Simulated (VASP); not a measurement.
# CO in VASP: further runs

The runs below take CO through single point, with PBE+D3(BJ).

Everything below comes from runs of VASP 6.6.1. Logs are shortened: lines on timing, memory, paths and dates and some standing lists are left out, and cuts for length are marked.

**1. The cell of the first run**

The cell holds a disordered packing, 20 atoms: a = 9.102 Å, b = 9.102 Å, c = 9.102 Å, α = 90.00°, β = 90.00°, γ = 90.00°.

**2. Single point, PBE+D3(BJ)**

INCAR

```
SYSTEM = CO
PREC = Accurate ; ENCUT = 1000
EDIFF = 1E-6 ; ISMEAR = -1
SIGMA = 0.02 ; LREAL = Auto
LASPH = .TRUE. ; NELM = 120
ALGO = Normal ; ISIF = 2
LWAVE = .FALSE. ; LCHARG = .FALSE.
GGA = PE ; IVDW = 12
NBANDS = 66 ; GGA_COMPAT = .FALSE.
```

KPOINTS

```
regular mesh
0
G
  1 1 1
  0 0 0
```

POSCAR

```
CO
1.0
    9.1017270000      0.0000000000      0.0000000000
    0.0000000000      9.1017270000      0.0000000000
    0.0000000000      0.0000000000      9.1017270000
O C
10 10
Direct
    0.1865030669      0.1194059105      0.1438957684
    0.8147904238      0.2990860965      0.8786024894
    0.7164025025      0.6555898677      0.6667086367
    0.7226101156     -0.0254567073      0.5559494368
    0.7107222618      0.7966070615      0.0149971538
    0.3369140823      0.4423775839      0.9294609693
    0.0635923270      0.1913702751      0.6089283935
    0.2101798922      0.4988174222      0.5626075139
    0.7965741007      0.4256225220      0.2354937695
    0.2760684868      0.9158481682      0.5268670440
    0.0861594728      0.0472437813      0.1431376705
    0.8227889059      0.2018627893      0.9587960615
    0.6200691363      0.6063794267      0.6083131256
    0.7284221994     -0.0598347984      0.4354118729
    0.6209590773      0.8567385069     -0.0512649962
    0.4588799466      0.4489697395      0.9025869486
   -0.0135029319      0.2172554725      0.5135179291
    0.2073672392      0.5535433001      0.4539028692
    0.7468362872      0.5254826914      0.2921093986
    0.3872342029      0.8873700563      0.4762392895
```

Potentials or basis: VASP PAW PBE potentials, release 64 (O_h, C_h).

Started as:

```console
$ cat potpaw_PBE.64/O_h/POTCAR potpaw_PBE.64/C_h/POTCAR > POTCAR
$ mpirun -np 1 vasp_gam > vasp.out
```

OUTCAR:

```text
SYSTEM = CO
   PREC = Accurate
   ENCUT = 1000
   EDIFF = 1E-6
   ISMEAR = -1
   LREAL = Auto
   LASPH = .TRUE.
   NELM = 120
   ISIF = 2
   GGA = PE
   IVDW = 12
 IVDW          = 12

 ion  position               nearest neighbor table
   1  0.187  0.119  0.144-  11 1.12
   2  0.815  0.299  0.879-  12 1.15
   3  0.716  0.656  0.667-  13 1.12
   4  0.723  0.975  0.556-  14 1.14
   5  0.711  0.797  0.015-  15 1.15
   6  0.337  0.442  0.929-  16 1.14
[... 12 lines left out ...]
  19  0.747  0.525  0.292-   9 1.14
  20  0.387  0.887  0.476-  10 1.14

  LATTYP: Found a simple cubic cell.
 ALAT       =     9.1017270000

  Lattice vectors:

 A1 = (   9.1017270000,   0.0000000000,   0.0000000000)
 A2 = (   0.0000000000,   9.1017270000,   0.0000000000)
 A3 = (   0.0000000000,   0.0000000000,   9.1017270000)

Analysis of symmetry for initial positions (statically):
=====================================================================
 Subroutine PRICEL returns:
 Original cell was already a primitive cell.

 Routine SETGRP: Setting up the symmetry group for a
 simple cubic supercell.

 Subroutine GETGRP returns: Found  1 space group operations
 (whereof  1 operations were pure point group operations)
 out of a pool of 48 trial point group operations.

The static configuration has the point symmetry C_1 .

Analysis of symmetry for dynamics (positions and initial velocities):
=====================================================================
 Subroutine PRICEL returns:
 Original cell was already a primitive cell.

 Routine SETGRP: Setting up the symmetry group for a
 simple cubic supercell.

 Subroutine GETGRP returns: Found  1 space group operations
 (whereof  1 operations were pure point group operations)
 out of a pool of 48 trial point group operations.

The dynamic configuration has the point symmetry C_1 .

 Subroutine INISYM returns: Found  1 space group operations
 (whereof  1 operations are pure point group operations),
 and found     1 'primitive' translations

----------------------------------------------------------------------------------------

                                     Primitive cell

  volume of cell :     754.0001

  direct lattice vectors                    reciprocal lattice vectors
     9.101727000  0.000000000  0.000000000     0.109869259  0.000000000  0.000000000
     0.000000000  9.101727000  0.000000000     0.000000000  0.109869259  0.000000000
     0.000000000  0.000000000  9.101727000     0.000000000  0.000000000  0.109869259

  length of vectors
     9.101727000  9.101727000  9.101727000     0.109869259  0.109869259  0.109869259

  position of ions in fractional coordinates (direct lattice)
     0.186503067  0.119405910  0.143895768
     0.814790424  0.299086096  0.878602489
     0.716402503  0.655589868  0.666708637
     0.722610116  0.974543293  0.555949437
     0.710722262  0.796607061  0.014997154
     0.336914082  0.442377584  0.929460969
[... 12 lines left out ...]
     0.746836287  0.525482691  0.292109399
     0.387234203  0.887370056  0.476239290

  ion indices of the primitive-cell ions
   primitive index   ion index
                 1           1
                 2           2
                 3           3
                 4           4
                 5           5
                 6           6
[... 12 lines left out ...]
                19          19
                20          20

----------------------------------------------------------------------------------------

 KPOINTS: regular mesh

Automatic generation of k-mesh.
 Grid dimensions read from file:
 generate k-points for:    1    1    1

 Generating k-lattice:

  Cartesian coordinates                     Fractional coordinates (reciprocal lattice)
     0.109869259  0.000000000  0.000000000     1.000000000  0.000000000  0.000000000
     0.000000000  0.109869259  0.000000000     0.000000000  1.000000000  0.000000000
     0.000000000  0.000000000  0.109869259     0.000000000  0.000000000  1.000000000

  Length of vectors
     0.109869259  0.109869259  0.109869259

  Shift w.r.t. Gamma in fractional coordinates (k-lattice)
     0.000000000  0.000000000  0.000000000

 Subroutine IBZKPT returns following result:
 ===========================================

 Found      1 irreducible k-points:

 Following reciprocal coordinates:
            Coordinates               Weight
  0.000000  0.000000  0.000000      1.000000
   k-points           NKPTS =      1   k-points in BZ     NKDIM =      1   number of bands    NBANDS=     66
   number of dos      NEDOS =    301   number of ions     NIONS =     20
   total plane-waves  NPLWV = 884736
   dimension x,y,z NGX =    96 NGY =   96 NGZ =   96
   dimension x,y,z NGXF=   192 NGYF=  192 NGZF=  192
   ions per type =              10  10
   NGX,Y,Z   is equivalent  to a cutoff of  17.53, 17.53, 17.53 a.u.
   NGXF,Y,Z  is equivalent  to a cutoff of  35.07, 35.07, 35.07 a.u.
 SYSTEM =  CO
   PREC   = accura    normal or accurate (medium, high low for compatibility)
   ISTART =      0    job   : 0-new  1-cont  2-samecut
   ICHARG =      2    charge: 1-file 2-atom 10-const
   ISPIN  =      1    spin polarized calculation?
   LNONCOLLINEAR =      F non collinear calculations
   LSORBIT =      F    spin-orbit coupling
   LASPH  =      T    aspherical Exc in radial PAW
   ENCUT  = 1000.0 eV  73.50 Ry    8.57 a.u.  23.47 23.47 23.47*2*pi/ulx,y,z
   NELM   =    120;   NELMIN=  2; NELMDL= -5     # of ELM steps
   EDIFF  = 0.1E-05   stopping-criterion for ELM
   LREAL  =      T    real-space projection
   EDIFFG = 0.1E-04   stopping-criterion for IOM
   NSW    =      0    number of steps for IOM
   IBRION =     -1    ionic relax: 0-MD 1-quasi-New 2-CG
   NFREE  =      0    steps in history (QN), initial steepest desc. (CG)
   ISIF   =      2    stress and relaxation
   ISYM   =      2    0-nonsym 1-usesym 2-fastsym
   POTIM  = 0.5000    time-step for ionic-motion
   TEBEG  =    0.0;   TEEND  =   0.0 temperature during run
   PSTRESS=    0.0 pullay stress
   NELECT =     100.0000    total number of electrons
   NUPDOWN=      -1.0000    fix difference up-down
   EMIN   =  10.00;   EMAX   =-10.00  energy-range for DOS
   EFERMI =   0.00;   METHOD = LEGACY
   ISMEAR =    -1;   SIGMA  =   0.02  broadening in eV -4-tet -1-fermi 0-gaus
   EFERMI_NEDOS =   21; number of points for ismear=-14 and -15
   IALGO  =     38    algorithm
   IMIX   =      4    mixing-type and parameters
     AMIX     =   0.40;   BMIX     =  1.00
     AMIX_MAG =   1.60;   BMIX_MAG =  1.00
  volume/ion in A,a.u.               =      37.70       254.41
  Fermi-wavevector in a.u.,A,eV,Ry     =   0.834868  1.577671  9.483318  0.697004
  Thomas-Fermi vector in A             =   1.948331
   LORBIT       =      0    0 simple, 1 ext, 2 COOP (PROOUT), +10 PAW based schemes
   GGA     = PE    functional components
   LHFCALC =     F    Hartree Fock is set to
   AEXX    =    0.0000 exact exchange contribution
   IVDW    =    12    specifies the selected vdW correction
   LEPSILON=     F    determine dielectric tensor
   LRPA    =     F    only Hartree local field effects (RPA)
 non-spin polarized calculation
  energy-cutoff  :     1000.00
  volume of cell :      754.00
 maximum number of plane-waves:     27170
 NGX is ok and might be reduce to    96
   NGX = 47   NGY = 47   NGZ = 47

 number of electron     100.0000000 magnetization

 number of electron      99.9999997 magnetization

 Free energy of the ion-electron system (eV)
  ---------------------------------------------------
  ext. energy  EPLUGINS =         0.00000000
  ---------------------------------------------------
  free energy    TOTEN  =      -149.40182332 eV

  energy without entropy =     -149.40182332  energy(sigma->0) =     -149.40182332

 E-fermi :  -5.7779     XC(G=0):  -4.7157

 val. band max:       -6.3072690157   @ k =   0.0000   0.0000   0.0000
 cond. band min:      -0.2881211761   @ k =   0.0000   0.0000   0.0000
 fundamental gap:      6.0191478397
 Fermi energy:        -5.7778621821

 k-point     1 :       0.0000    0.0000    0.0000
  band No.  band energies     occupation
      1     -27.4501      2.00000
      2     -27.1507      2.00000
      3     -27.0501      2.00000
      4     -26.9836      2.00000
      5     -26.9543      2.00000
      6     -26.9525      2.00000
[... 54 lines left out ...]
     61       0.2323      0.00000
     62       0.3805      0.00000
 [bands above 62 left out]

------------------------ aborting loop because EDIFF is reached ----------------------------------------

 Edisp (eV)   -0.68737

 E8    (eV) :    -0.1760

  FORCE on cell =-STRESS in cart. coord.  units (eV):
  Direction    XX          YY          ZZ          XY          YZ          ZX
  --------------------------------------------------------------------------------------
  -------------------------------------------------------------------------------------
  Total      -0.03427    -0.10706     0.60788     2.85083    -0.05158    -0.01004
  in kB      -0.07281    -0.22750     1.29168     6.05774    -0.10961    -0.02134
  external pressure =        0.33 kB  Pullay stress =        0.00 kB

 VOLUME and BASIS-vectors are now :
 -----------------------------------------------------------------------------
  energy-cutoff  :     1000.00
  volume of cell :      754.00
      direct lattice vectors                 reciprocal lattice vectors
     9.101727000  0.000000000  0.000000000     0.109869259  0.000000000  0.000000000
     0.000000000  9.101727000  0.000000000     0.000000000  0.109869259  0.000000000
     0.000000000  0.000000000  9.101727000     0.000000000  0.000000000  0.109869259

 POSITION                                       TOTAL-FORCE (eV/Angst)
 -----------------------------------------------------------------------------------
      1.69750      1.08680      1.30970         1.101777      0.830260      0.003250
      7.41600      2.72220      7.99680         0.122124     -1.149773      0.932333
      6.52050      5.96700      6.06820         1.625122      0.756834      0.943013
      6.57700      8.87003      5.06010         0.082121     -0.120459     -0.601170
      6.46880      7.25050      0.13650        -1.427292      0.945234     -1.047181
      3.06650      4.02640      8.45970         0.333905      0.006888     -0.079402
[... 12 lines left out ...]
      6.79750      4.78280      2.65870         0.171160     -0.282970     -0.196115
      3.52450      8.07660      4.33460        -0.708530      0.136376      0.256461
 -----------------------------------------------------------------------------------
    total drift:                               -0.000776     -0.005842      0.000953

  FREE ENERGIE OF THE ION-ELECTRON SYSTEM (eV)
  ---------------------------------------------------
  free  energy   TOTEN  =      -150.0891928253 eV

  energy  without entropy=     -150.0891928253  energy(sigma->0) =     -150.08919283
```

Wall time 4.5 min (1 thread of Intel Xeon Platinum 8375C at 2.90GHz (Ice Lake), shared host); peak memory 1.4 GiB.

Results:

```
Free energy                : -150.0892 eV
Pressure                   : 0.0 GPa
Largest force              : 3.475 eV/Å
Dispersion energy per atom : -0.034 eV
```

Forces on the atoms (eV/Å):
```
O    1.102  0.830  0.003
O    0.122 -1.150  0.932
O    1.625  0.757  0.943
O    0.082 -0.120 -0.601
O   -1.427  0.945 -1.047
O    0.334  0.007 -0.079
O   -0.431  0.102 -0.496
O    0.104 -1.522  3.101
O   -0.149  0.297  0.156
O    0.596 -0.139 -0.266
C   -1.064 -0.857  0.042
C   -0.155  1.167 -1.005
C   -1.651 -0.858 -0.890
C    0.033  0.212  0.560
C    1.433 -0.938  1.081
C   -0.369 -0.011  0.099
C    0.426 -0.127  0.517
C   -0.074  1.552 -3.108
C    0.171 -0.283 -0.196
C   -0.709  0.136  0.256
```

Levels at points of the mesh, in eV from the Fermi level:
```csv
k point,band 47,band 48,band 49,band 50,band 51,band 52,band 53,band 54
"(0.00, 0.00, 0.00)",-0.87,-0.66,-0.59,-0.53,5.49,5.54,5.58,5.67
```

Caveat: the k points lie up to 0.69 Å⁻¹ apart.

**3. Single point, PBE+D3(BJ)**

INCAR

```
PREC = Accurate ; ENCUT = 1000
EDIFF = 1E-6 ; ISMEAR = -1
SIGMA = 0.02 ; LREAL = Auto
LASPH = True ; NELM = 120
ALGO = Normal ; ISIF = 2
LWAVE = False ; LCHARG = True
GGA = PE ; IVDW = 12
LELF = True ; LVHAR = True
NBANDS = 66 ; GGA_COMPAT = False
```

KPOINTS

```
regular mesh
0
Gamma
  1 1 1
```

POSCAR

```
CO
1.0
    9.1017270000      0.0000000000      0.0000000000
    0.0000000000      9.1017270000      0.0000000000
    0.0000000000      0.0000000000      9.1017270000
O C
10 10
Direct
    0.1756809449      0.0950808566      0.1215813219
    0.8156034564      0.3145007535      0.8587710882
    0.7367393023      0.6328908788      0.7235989390
    0.8025509884     -0.0516275647      0.5632447556
    0.6439766871      0.8021224983      0.0443981675
    0.3227739087      0.4454649101      0.9175731155
    0.0844784732      0.1758787096      0.6083680603
    0.2105754216      0.5113425177      0.5760994589
    0.7638001008      0.4396967740      0.2661582796
    0.2730470822      0.9013893737      0.4949939720
    0.1050679723      0.0743595144      0.2224193277
    0.8185479525      0.2066970367      0.9211328795
    0.6845623913      0.5423915703      0.6572708674
    0.7657008390     -0.0232043875      0.4473326875
    0.6402191584      0.9060478303     -0.0246107140
    0.4320938213      0.4359502323      0.8572878532
    0.0264565175      0.2436460685      0.5200551500
    0.1975449275      0.5862953262      0.4772390998
    0.7843786130      0.5642116051      0.2814520805
    0.3888822418      0.8956102507      0.5437539491
```

Potentials or basis: VASP PAW PBE potentials, release 64 (O_h, C_h).

Started as:

```console
$ cat potpaw_PBE.64/O_h/POTCAR potpaw_PBE.64/C_h/POTCAR > POTCAR
$ mpirun -np 1 vasp_gam > vasp.out
```

Run time: 5.1 min. Hardware: 1 thread of Intel Xeon Platinum 8488C (Sapphire Rapids), shared host; peak memory 1.4 GiB.

Results (log left out):

```yaml
Free_energy: -150.1093 eV
Pressure: -0.2 GPa
Largest_force: 2.303 eV/Å
Dispersion_energy_per_atom: -0.034 eV
```

Forces in eV/Å, atoms in the order of the input:
```
O   -0.033  0.000  0.038
O   -0.013  0.162 -0.112
O    0.487  0.847  0.644
O   -0.025  0.020 -0.130
O    0.027  0.003  0.010
O    0.404 -0.039 -0.226
O   -0.351  0.409 -0.519
O    0.043  0.043  0.076
O    0.365  2.250  0.222
O    1.057  0.057  0.449
C    0.019 -0.014 -0.089
C    0.129 -0.158  0.181
C   -0.435 -0.750 -0.780
C   -0.008 -0.053  0.107
C   -0.116 -0.057 -0.031
C   -0.485 -0.009  0.339
C    0.321 -0.423  0.571
C   -0.061 -0.100 -0.119
C   -0.347 -2.267 -0.214
C   -0.979  0.077 -0.415
```

Stress tensor (GPa, compression positive):
```
-0.33  0.16 -0.06
 0.16 -0.26  0.07
-0.06  0.07 -0.12
```

Levels at points of the mesh, in eV from the Fermi level:
```tsv
k point	band 46	band 47	band 48	band 49	band 50	band 51	band 52	band 53	band 54	band 55
(0.00, 0.00, 0.00)	-0.99	-0.75	-0.72	-0.56	-0.48	5.43	5.51	5.54	5.62	5.68
```

Caveat: the k points lie up to 0.69 Å⁻¹ apart.

**4. Single point, PBE+D3(BJ)**

INCAR

```
SYSTEM = CO
  PREC = Accurate
  ENCUT = 1000
  EDIFF = 1E-6
  ISMEAR = -1
  SIGMA = 0.02
  LREAL = Auto
  LASPH = .TRUE.
  NELM = 120
  ALGO = Normal
  ISIF = 2
  LWAVE = .FALSE.
  LCHARG = .FALSE.
  GGA = PE
  IVDW = 12
  NBANDS = 66
  GGA_COMPAT = .FALSE.
```

KPOINTS

```
regular mesh
0
G
  1 1 1
  0 0 0
```

POSCAR

```
CO
1.0
    9.1017270000      0.0000000000      0.0000000000
    0.0000000000      9.1017270000      0.0000000000
    0.0000000000      0.0000000000      9.1017270000
O C
10 10
Direct
    0.1396108673      0.0466065396      0.1160658851
    0.8507176715      0.3279157900      0.8963244009
    0.7285979902      0.6484813267      0.7346847472
    0.7492424240     -0.0286978504      0.5549276527
    0.6296826965      0.7919376180      0.0677673589
    0.2796941723      0.3823779817      0.9375253729
    0.0655479998      0.1671880512      0.5884377767
    0.1583985105      0.5720892310      0.5742756292
    0.7141831435      0.4191072749      0.2732118861
    0.2889671378      0.9359652295      0.5127927920
    0.0777105268      0.0918397135      0.2140582771
    0.8456087510      0.2044666908      0.9016750338
    0.6913632984      0.5562021361      0.6581168607
    0.7734685956     -0.0048012866      0.4358293761
    0.6703562961      0.8905452778      0.0040212149
    0.3726765261      0.4070765911      0.8604740617
    0.0268300730      0.2605988951      0.5145616870
    0.1902715825      0.5397107604      0.4603521947
    0.7699198185      0.5271197433      0.2918127516
    0.4126799233      0.9249453428      0.5198903461
```

Started as:

```console
$ cat potpaw_PBE.64/O_h/POTCAR potpaw_PBE.64/C_h/POTCAR > POTCAR
$ mpirun -np 1 vasp_gam > vasp.out
```

Wall time 2.9 min (1 thread of Intel Xeon 6975P-C (Granite Rapids), shared host); peak memory 1.4 GiB.

Results (log left out):

```
Free energy                : -150.0904 eV
Pressure                   : 0.7 GPa
Largest force              : 2.448 eV/Å
Dispersion energy per atom : -0.034 eV
```

Forces in eV/Å, atoms in the order of the input:
```
O    0.174 -0.137 -0.285
O    0.025  1.288 -0.040
O   -0.251 -0.617 -0.506
O   -0.056 -0.154  0.864
O   -0.189 -0.483  0.316
O   -1.227 -0.337  1.006
O   -0.113  0.373 -0.204
O   -0.597  0.718  2.263
O   -0.897 -1.732 -0.336
O   -0.355  0.005 -0.042
C   -0.138  0.116  0.216
C    0.032 -1.220  0.033
C    0.255  0.618  0.486
C    0.143  0.132 -0.876
C    0.123  0.429 -0.273
C    1.216  0.329 -1.000
C    0.023 -0.412  0.292
C    0.675 -0.560 -2.259
C    0.918  1.717  0.331
C    0.242 -0.073  0.013
```

Stress tensor (GPa, compression positive):
```
 0.50  0.30 -0.46
 0.30  0.72  0.04
-0.46  0.04  0.78
```

Levels at points of the mesh, in eV from the Fermi level:
```tsv
k point	band 46	band 47	band 48	band 49	band 50	band 51	band 52	band 53	band 54	band 55
(0.00, 0.00, 0.00)	-0.96	-0.73	-0.67	-0.56	-0.49	5.45	5.62	5.67	5.71	5.82
```

Caveat: the k points lie up to 0.69 Å⁻¹ apart.

**5. The runs side by side**

| cell | pressure (GPa) | largest force (eV/Å) |
| --- | --- | --- |
| as given, atomic positions A | 0.0 | 3.47 |
| as given, atomic positions B | -0.2 | 2.30 |
| as given, atomic positions C | 0.7 | 2.45 |

Alike in all rows: task single point; level PBE+D3(BJ); potentials or basis VASP PAW PBE potentials, release 64 (O_h, C_h); no spin polarisation; k mesh 1 × 1 × 1; cutoff (eV) 1000; smearing fermi-dirac 0.02 eV.

Caveats: all runs use coarse meshes.

Absolute energies hang on the potentials; compare differences alone.
